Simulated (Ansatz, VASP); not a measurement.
## AlGaN2: VASP beside Ansatz

File INCAR:

```
PREC = Accurate
ENCUT = 520
EDIFF = 1E-6
ISMEAR = 0
SIGMA = 0.05
LREAL = F
LASPH = T
NELM = 60
ALGO = Normal
ISIF = 2
LWAVE = F
LCHARG = F
GGA = CA
NBANDS = 21
```

The input KPOINTS:

```
regular mesh
0
Gamma
  8 8 6
```

File POSCAR:

```
AlGaN2
1.0
    3.0780595077      0.0000000000      0.0000000000
    0.0000000000      3.0780595077      0.0000000000
    0.0000000000      0.0000000000      4.4238379400
Al Ga N
1 1 2
Direct
    0.5000000000      0.5000000000      0.5000000000
    0.0000000000      0.0000000000      0.0000000000
    0.5000000000      0.0000000000      0.7382648100
    0.0000000000      0.5000000000      0.2617351900
```

Input for Ansatz:

```yaml
crystal:
  lattice:
    - [3.0780595077, 0.0, 0.0]
    - [0.0, 3.0780595077, 0.0]
    - [0.0, 0.0, 4.42383794]
  atoms:
    - { symbol: Al, position: [0.5, 0.5, 0.5] }
    - { symbol: Ga, position: [0.0, 0.0, 0.0] }
    - { symbol: "N", position: [0.5, 0.0, 0.73826481] }
    - { symbol: "N", position: [0.0, 0.5, 0.26173519] }
basis:
  ecutwfc: 420
kpoints:
  mp_grid: { grid: [8, 8, 6] }
hamiltonian:
  xc: lda
scf:
  occupations: { method: gaussian, width: 0.05 }
output:
  forces: true
  stress: true
  eigenvalues: true
```

Change from the starting cell: strain -0.0200 x Voigt [1, 1, 0, 0, 0, 0], atoms carried along.

Alike in both runs: task single point; functional LDA; k mesh 8 × 8 × 6; occupations gaussian, width 0.05 eV; no spin polarisation.

```csv
,VASP,Ansatz
version,VASP 6.6.1,Ansatz 0.2.0
potentials or method,"VASP PAW LDA potentials, release 64 (Al, Ga_d, N), cutoff 520 eV","scalar-relativistic, plane waves, PAW"
valence electrons in the cell,26,26
```

VASP gave:

| Property | Result |
| --- | --- |
| gap on the k mesh at the Fermi level (eV) | 3.14 |
| least direct gap on the mesh (eV) | 3.14 |
| pressure (GPa) | 4.1 |
| traceless stress, the component that is largest in VASP (GPa) | -2.04 |
| rms of the force components (eV/Å) | 0.088 |

**Question.** What did Ansatz give for the same quantities?

**Answer.** gap on the k mesh at the Fermi level (eV): 3.13; least direct gap on the mesh (eV): 3.13; pressure (GPa): 3.2; traceless stress, the component that is largest in VASP (GPa): -2.07; rms of the force components (eV/Å): 0.099.

LDA's correlation is that of Perdew and Zunger in VASP and of Perdew and Wang (1992) in Ansatz. Atom by atom the forces differ by 0.011 eV/Å (rms over components).
